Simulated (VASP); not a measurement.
# Ga2O3 (P1) in VASP: single point with PBE

Aim: the single point of Ga2O3 with PBE.

Program: VASP 6.6.1. These are calculated values, not measurements. Logs are shortened: lines on timing, memory, paths and dates and some standing lists are left out, and cuts for length are marked.

## 1. The cell of the first run

The typed cell holds 10 atoms: a = 5.558 Å, b = 5.536 Å, c = 5.450 Å, α = 56.64°, β = 56.36°, γ = 52.98°.

## 2. Single point, PBE (atoms moved at random and the cell strained at random)

File INCAR:

```
SYSTEM = Ga2O3
PREC = Accurate ; ENCUT = 520
EDIFF = 1E-6 ; ISMEAR = 0
SIGMA = 0.05 ; LREAL = .False.
LASPH = .True. ; NELM = 100
ALGO = Normal ; ISIF = 2
LWAVE = .False. ; LCHARG = .False.
GGA = PE ; NBANDS = 55
```

File KPOINTS:

```
Automatic mesh
0
Gamma
  6 6 6
  0 0 0
```

File POSCAR:

```
Ga2O3
1.0
    2.4859325881      1.6294371978      4.6961575403
   -2.4619350771      1.6372106242      4.6802950811
    0.0187307402     -2.9454829337      4.5849705980
Ga O
4 6
Direct
    0.3467948415      0.3559269068      0.3503713199
    0.1550577653      0.1428195082      0.1366468082
    0.6336768662      0.6437306838      0.6522488569
    0.8570869047      0.8534653528      0.8531642526
    0.5572713188      0.9561471367      0.2492394364
    0.2449001338      0.5530940281      0.9485527086
    0.9544558368      0.2480973097      0.5604643804
    0.4536896076      0.0554891489      0.7425432171
    0.7484231017      0.4478763254      0.0500994627
    0.0486436237      0.7433535996      0.4566695573
```

Potentials or basis: VASP PAW PBE potentials, release 64 (Ga_d, O).

Run with:

```bash
cat potpaw_PBE.64/Ga_d/POTCAR potpaw_PBE.64/O/POTCAR > POTCAR
mpirun -np 1 vasp_std > vasp.out
```

OUTCAR:

```text
SYSTEM = Ga2O3
   PREC = Accurate
   ENCUT = 520
   EDIFF = 1E-6
   ISMEAR = 0
   LREAL = .False.
   LASPH = .True.
   NELM = 100
   ISIF = 2
   GGA = PE

 ion  position               nearest neighbor table
   1  0.347  0.356  0.350-  10 1.92   8 2.00   5 2.02   6 2.08   9 2.08   7 2.11   2 2.88
   2  0.155  0.143  0.137-   8 1.96   9 1.97  10 2.11   5 2.12   6 2.17   7 2.18   1 2.88
   3  0.634  0.644  0.652-   7 1.93   5 1.99   6 2.02   8 2.09   9 2.10  10 2.22
   4  0.857  0.853  0.853-   6 1.91   5 2.00   7 2.06  10 2.07   8 2.09   9 2.20
   5  0.557  0.956  0.249-   3 1.99   4 2.00   1 2.02   2 2.12
   6  0.245  0.553  0.949-   4 1.91   3 2.02   1 2.08   2 2.17
   7  0.954  0.248  0.560-   3 1.93   4 2.06   1 2.11   2 2.18
   8  0.454  0.055  0.743-   2 1.96   1 2.00   4 2.09   3 2.09
   9  0.748  0.448  0.050-   2 1.97   1 2.08   3 2.10   4 2.20
  10  0.049  0.743  0.457-   1 1.92   4 2.07   2 2.11   3 2.22

  Warning from LATTYP: Got some problem with cell dimensions!
  Tried to take original basis but could not verify dimensions!
  LATTYP: Found a triclinic cell.
 ALAT       =     5.2118969579
 B/A-ratio  =     0.9493470877
 C/A-ratio  =     1.0456084083
 COS(alpha) =     0.0069834600
 COS(beta)  =     0.4614919624
 COS(gamma) =     0.4772818986

  Lattice vectors:

 A1 = (   2.4806658173,  -4.5826935579,  -0.0953244831)
 A2 = (   4.9478676652,  -0.0077734264,   0.0158624592)
 A3 = (   0.0187307402,  -2.9454829337,   4.5849705980)

Analysis of symmetry for initial positions (statically):
=====================================================================
 Subroutine PRICEL returns:
 Original cell was already a primitive cell.

 Routine SETGRP: Setting up the symmetry group for a
 triclinic supercell.

 Subroutine GETGRP returns: Found  1 space group operations
 (whereof  1 operations were pure point group operations)
 out of a pool of  2 trial point group operations.

The static configuration has the point symmetry C_1 .

Analysis of symmetry for dynamics (positions and initial velocities):
=====================================================================
 Subroutine PRICEL returns:
 Original cell was already a primitive cell.

 Routine SETGRP: Setting up the symmetry group for a
 triclinic supercell.

 Subroutine GETGRP returns: Found  1 space group operations
 (whereof  1 operations were pure point group operations)
 out of a pool of  2 trial point group operations.

The dynamic configuration has the point symmetry C_1 .

 Subroutine INISYM returns: Found  1 space group operations
 (whereof  1 operations are pure point group operations),
 and found     1 'primitive' translations

----------------------------------------------------------------------------------------

                                     Primitive cell

  volume of cell :     105.3776

  direct lattice vectors                    reciprocal lattice vectors
     2.485932588  1.629437198  4.696157540     0.202057179  0.107950551  0.068524284
    -2.461935077  1.637210624  4.680295081    -0.202162340  0.107328027  0.069775698
     0.018730740 -2.945482934  4.584970598    -0.000591702 -0.220127831  0.076691509

  length of vectors
     5.557771321  5.535950234  5.449603283     0.239115040  0.239285531  0.233105555

  position of ions in fractional coordinates (direct lattice)
     0.346794841  0.355926907  0.350371320
     0.155057765  0.142819508  0.136646808
     0.633676866  0.643730684  0.652248857
     0.857086905  0.853465353  0.853164253
     0.557271319  0.956147137  0.249239436
     0.244900134  0.553094028  0.948552709
     0.954455837  0.248097310  0.560464380
     0.453689608  0.055489149  0.742543217
     0.748423102  0.447876325  0.050099463
     0.048643624  0.743353600  0.456669557

  ion indices of the primitive-cell ions
   primitive index   ion index
                 1           1
                 2           2
                 3           3
                 4           4
                 5           5
                 6           6
                 7           7
                 8           8
                 9           9
                10          10

----------------------------------------------------------------------------------------

 KPOINTS: Automatic mesh

Automatic generation of k-mesh.
 Grid dimensions read from file:
 generate k-points for:    6    6    6

 Generating k-lattice:

  Cartesian coordinates                     Fractional coordinates (reciprocal lattice)
     0.033676196  0.017991759  0.011420714     0.166666667  0.000000000  0.000000000
    -0.033693723  0.017888005  0.011629283    -0.000000000  0.166666667  0.000000000
    -0.000098617 -0.036687972  0.012781918     0.000000000 -0.000000000  0.166666667

  Length of vectors
     0.039852507  0.039880922  0.038850926

  Shift w.r.t. Gamma in fractional coordinates (k-lattice)
     0.000000000  0.000000000  0.000000000

 Subroutine IBZKPT returns following result:
 ===========================================

 Found    112 irreducible k-points:

 Following reciprocal coordinates:
            Coordinates               Weight
  0.000000  0.000000  0.000000      1.000000
  0.166667 -0.000000  0.000000      2.000000
  0.333333 -0.000000  0.000000      2.000000
  0.500000 -0.000000  0.000000      1.000000
 -0.000000  0.166667  0.000000      2.000000
  0.166667  0.166667  0.000000      2.000000
[... 16 lines left out ...]
  0.333333  0.000000  0.166667      2.000000
  0.500000 -0.000000  0.166667      2.000000
 [... further k-points ...]
   k-points           NKPTS =    112   k-points in BZ     NKDIM =    112   number of bands    NBANDS=     55
   number of dos      NEDOS =    301   number of ions     NIONS =     10
   total plane-waves  NPLWV =  74088
   dimension x,y,z NGX =    42 NGY =   42 NGZ =   42
   dimension x,y,z NGXF=    84 NGYF=   84 NGZF=   84
   ions per type =               4   6
   NGX,Y,Z   is equivalent  to a cutoff of  12.56, 12.61, 12.81 a.u.
   NGXF,Y,Z  is equivalent  to a cutoff of  25.13, 25.23, 25.63 a.u.
 SYSTEM =  Ga2O3
   PREC   = accura    normal or accurate (medium, high low for compatibility)
   ISTART =      0    job   : 0-new  1-cont  2-samecut
   ICHARG =      2    charge: 1-file 2-atom 10-const
   ISPIN  =      1    spin polarized calculation?
   LNONCOLLINEAR =      F non collinear calculations
   LSORBIT =      F    spin-orbit coupling
   LASPH  =      T    aspherical Exc in radial PAW
   ENCUT  =  520.0 eV  38.22 Ry    6.18 a.u.  10.33 10.29 10.13*2*pi/ulx,y,z
   NELM   =    100;   NELMIN=  2; NELMDL= -5     # of ELM steps
   EDIFF  = 0.1E-05   stopping-criterion for ELM
   LREAL  =      F    real-space projection
   EDIFFG = 0.1E-04   stopping-criterion for IOM
   NSW    =      0    number of steps for IOM
   IBRION =     -1    ionic relax: 0-MD 1-quasi-New 2-CG
   NFREE  =      0    steps in history (QN), initial steepest desc. (CG)
   ISIF   =      2    stress and relaxation
   ISYM   =      2    0-nonsym 1-usesym 2-fastsym
   POTIM  = 0.5000    time-step for ionic-motion
   TEBEG  =    0.0;   TEEND  =   0.0 temperature during run
   PSTRESS=    0.0 pullay stress
   NELECT =      88.0000    total number of electrons
   NUPDOWN=      -1.0000    fix difference up-down
   EMIN   =  10.00;   EMAX   =-10.00  energy-range for DOS
   EFERMI =   0.00;   METHOD = LEGACY
   ISMEAR =     0;   SIGMA  =   0.05  broadening in eV -4-tet -1-fermi 0-gaus
   EFERMI_NEDOS =   21; number of points for ismear=-14 and -15
   IALGO  =     38    algorithm
   IMIX   =      4    mixing-type and parameters
     AMIX     =   0.40;   BMIX     =  1.00
     AMIX_MAG =   1.60;   BMIX_MAG =  1.00
  volume/ion in A,a.u.               =      10.54        71.11
  Fermi-wavevector in a.u.,A,eV,Ry     =   1.541652  2.913300 32.336842  2.376691
  Thomas-Fermi vector in A             =   2.647568
   LORBIT       =      0    0 simple, 1 ext, 2 COOP (PROOUT), +10 PAW based schemes
   GGA     = PE    functional components
   LHFCALC =     F    Hartree Fock is set to
   AEXX    =    0.0000 exact exchange contribution
   IVDW    =     0    specifies the selected vdW correction
   LEPSILON=     F    determine dielectric tensor
   LRPA    =     F    only Hartree local field effects (RPA)
 non-spin polarized calculation
 Gauss-broadening in eV      SIGMA  =   0.05
  energy-cutoff  :      520.00
  volume of cell :      105.38
 maximum number of plane-waves:      2865
 NGX is ok and might be reduce to    42
   NGX = 21   NGY = 21   NGZ = 21

 number of electron      87.9999996 magnetization

 Free energy of the ion-electron system (eV)
  ---------------------------------------------------
  ext. energy  EPLUGINS =         0.00000000
  ---------------------------------------------------
  free energy    TOTEN  =       -58.97435732 eV

  energy without entropy =      -58.97435732  energy(sigma->0) =      -58.97435732

 E-fermi :   3.9910     XC(G=0): -11.6967

 val. band max:        3.7223472530   @ k =   0.1667   0.1667   0.3333
 cond. band min:       5.5624177826   @ k =   0.0000   0.0000   0.0000
 fundamental gap:      1.8400705296
 Fermi energy:         3.9909790273

 k-point     1 :       0.0000    0.0000    0.0000
  band No.  band energies     occupation
      1     -14.8032      2.00000
      2     -13.2951      2.00000
      3     -13.2370      2.00000
      4     -12.9814      2.00000
      5     -12.8125      2.00000
      6     -12.6933      2.00000
[... 47 lines left out ...]
     54      14.2483      0.00000
     55      15.2105      0.00000

 k-point     2 :       0.1667   -0.0000    0.0000
  band No.  band energies     occupation
      1     -14.6954      2.00000
      2     -13.3130      2.00000
      3     -13.2710      2.00000
      4     -13.0536      2.00000
      5     -12.8088      2.00000
      6     -12.7181      2.00000
[... 47 lines left out ...]
     54      14.8219      0.00000
     55      15.1007      0.00000

 k-point     3 :       0.3333   -0.0000    0.0000
  band No.  band energies     occupation
      1     -14.4040      2.00000
      2     -13.4986      2.00000
      3     -13.2950      2.00000
      4     -13.1737      2.00000
      5     -12.8036      2.00000
      6     -12.7637      2.00000
[... 1152 lines left out ...]
 k-point    23 :       0.3333    0.0000    0.1667
  band No.  band energies     occupation
      1     -14.4181      2.00000
      2     -13.4822      2.00000
      3     -13.3207      2.00000
      4     -13.1372      2.00000
      5     -12.8269      2.00000
      6     -12.7483      2.00000
[... 47 lines left out ...]
     54      14.9864      0.00000
     55      15.2236      0.00000

 k-point    24 :       0.5000   -0.0000    0.1667
  band No.  band energies     occupation
      1     -14.1053      2.00000
      2     -13.6986      2.00000
      3     -13.3558      2.00000
      4     -13.2133      2.00000
      5     -12.8305      2.00000
      6     -12.7793      2.00000
[... 47 lines left out ...]
     54      14.9408      0.00000
     55      15.1696      0.00000

 [... further k-points ...]

------------------------ aborting loop because EDIFF is reached ----------------------------------------

  FORCE on cell =-STRESS in cart. coord.  units (eV):
  Direction    XX          YY          ZZ          XY          YZ          ZX
  --------------------------------------------------------------------------------------
  -------------------------------------------------------------------------------------
  Total        0.3376578     -7.6769088     -4.8961593      0.3472098     -2.0075804     -0.3125134
  in kB        5.1338029   -116.7209572    -74.4419931      5.2790334    -30.5235749     -4.7515042
  external PRESSURE =     -62.0097158 kB  Pullay stress =       0.0000000 kB

 VOLUME and BASIS-vectors are now :
 -----------------------------------------------------------------------------
  energy-cutoff  :      520.00
  volume of cell :      105.38
      direct lattice vectors                 reciprocal lattice vectors
     2.485932588  1.629437198  4.696157540     0.202057179  0.107950551  0.068524284
    -2.461935077  1.637210624  4.680295081    -0.202162340  0.107328027  0.069775698
     0.018730740 -2.945482934  4.584970598    -0.000591702 -0.220127831  0.076691509

 POSITION                                       TOTAL-FORCE (eV/Angst)
 -----------------------------------------------------------------------------------
     -0.00760      0.11579      4.90089         0.171685      0.292740      0.730417
      0.03641      0.08399      2.02313        -0.331298     -0.920092     -0.437234
      0.00267      0.16527      8.97924         0.160143     -0.118613      0.354289
      0.04546      0.28089     11.93122        -0.279709      0.557896     -0.237715
     -0.96396      1.73932      8.23484         0.157952     -0.110753     -0.690321
     -0.73511     -1.48937      8.08782         0.247206      0.247213      0.306201
      1.77241      0.31058      8.21316        -0.041304     -0.047243     -0.786004
      1.00514     -1.35704      5.79484         0.031207     -0.421961      0.116721
      0.75883      1.80521      5.84061         0.010794     -0.337203      0.146920
     -1.70061     -0.04882      5.80137        -0.126676      0.858015      0.496726
 -----------------------------------------------------------------------------------
    total drift:                                0.000169     -0.000146      0.000841

  FREE ENERGIE OF THE ION-ELECTRON SYSTEM (eV)
  ---------------------------------------------------
  free  energy   TOTEN  =       -58.9743573173 eV

  energy  without entropy=      -58.9743573173  energy(sigma->0) =      -58.97435732
```

It took 13 min on 1 thread of Intel Xeon Platinum 8259CL at 2.50GHz (Skylake/Cascade Lake), shared host; peak memory 0.57 GiB.

What came out:

```yaml
Free_energy: -58.9744 eV
Pressure: -6.2 GPa
Largest_force: 1.071 eV/Å
Band_gap_on_the_k_mesh: 1.84 eV (least direct gap 1.92 eV)
```

Forces in eV/Å, atoms in the order of the input:
```
Ga   0.172  0.293  0.730
Ga  -0.331 -0.920 -0.437
Ga   0.160 -0.119  0.354
Ga  -0.280  0.558 -0.238
O    0.158 -0.111 -0.690
O    0.247  0.247  0.306
O   -0.041 -0.047 -0.786
O    0.031 -0.422  0.117
O    0.011 -0.337  0.147
O   -0.127  0.858  0.497
```

Levels at points of the mesh, in eV from the valence-band top:
```
           k point  band 40  band 41  band 42  band 43  band 44  band 45  band 46  band 47  band 48  band 49
(0.00, 0.00, 0.00)    -0.51    -0.38    -0.33    -0.22    -0.08     1.84     5.71     6.03     7.99     9.01
(0.50, 0.00, 0.00)    -1.04    -0.97    -0.77    -0.22    -0.10     5.28     5.45     5.87     5.97     9.01
(0.00, 0.50, 0.00)    -1.09    -1.01    -0.79    -0.27    -0.08     5.21     5.43     5.94     6.08     8.97
(0.50, 0.50, 0.00)    -0.90    -0.81    -0.78    -0.33    -0.18     5.28     5.82     6.28     6.93     7.72
(0.00, 0.00, 0.50)    -1.13    -0.94    -0.71    -0.33    -0.18     5.23     5.51     5.71     5.97     9.13
(0.50, 0.00, 0.50)    -0.92    -0.73    -0.64    -0.39    -0.13     5.48     5.85     6.49     7.05     8.15
(0.00, 0.50, 0.50)    -0.90    -0.78    -0.72    -0.38    -0.10     5.36     5.94     6.56     6.95     8.17
(0.50, 0.50, 0.50)    -1.30    -0.58    -0.39    -0.24    -0.04     4.88     4.93     6.75     7.12     8.74
```

Caveat: the cell differs from its parent crystal (atoms moved at random and the cell strained at random); the stress differs along the axes, from -12 to 1 GPa; forces of over 1 eV/Å act on the atoms, so gaps and moduli don't describe the material at rest.
